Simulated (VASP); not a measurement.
# TaN: electric field gradients with PBEsol

Crystal: TaN.

```xyz
2
Lattice="2.9399 0.0000 0.0000 -1.4700 2.5461 0.0000 0.0000 0.0000 2.8902" Properties=species:S:1:pos:R:3 pbc="T T T"
Ta    0.0000    0.0000    1.4451
N     1.4700    0.8487    0.0000
```

```
Program                : VASP 6.6.1
Task                   : electric field gradients
Functional             : PBEsol
Potentials or basis    : VASP PAW PBE potentials, release 64 (Ta_sv_GW, N)
Cutoff                 : 520 eV
k mesh                 : 13 × 13 × 11
Occupations            : fermi-dirac, width 0.05 eV
Spin                   : no spin polarisation
Dipole correction      : no
Further INCAR settings : ALGO = Normal; EDIFF = 1e-08; NBANDS = 16
```

```
Pressure                                : -6.5 GPa
Band gap on the k mesh                  : zero (bands 9 and 10 overlap by 0.17 eV)
Largest electric field gradient by atom : Ta +35.8; N +0.7 V/Å²
```

Stress tensor (GPa, compression positive):
```
-5.99  0.00  0.00
 0.00 -5.99  0.00
 0.00  0.00 -7.38
```

Levels at points of the mesh, in eV from the Fermi level:
```csv
k point,band 7,band 8,band 9,band 10,band 11,band 12
"(0.00, 0.00, 0.00)",-4.54,-4.22,-2.93,2.17,3.55,3.55
```

Electric field gradients, principal values (V/Å²):
| atom | least | middle | greatest (by size) |
| --- | --- | --- | --- |
| 1 Ta | -17.914 | -17.914 | 35.828 |
| 2 N | -0.339 | -0.341 | 0.681 |

It took 16 s on 1 thread of Intel(R) Xeon(R) 6975P-C (Granite Rapids), on a shared host, peak memory 0.18 GiB.

Caveat: the cell stands under tension; without QUAD_EFG the Cq values of the log hold for a quadrupole moment of 1 mb, not for the nuclei; the PAW data sets were made with another functional, which shifts forces and pressure a little; spin-orbit coupling is left out, which moves the levels of the heavy elements.
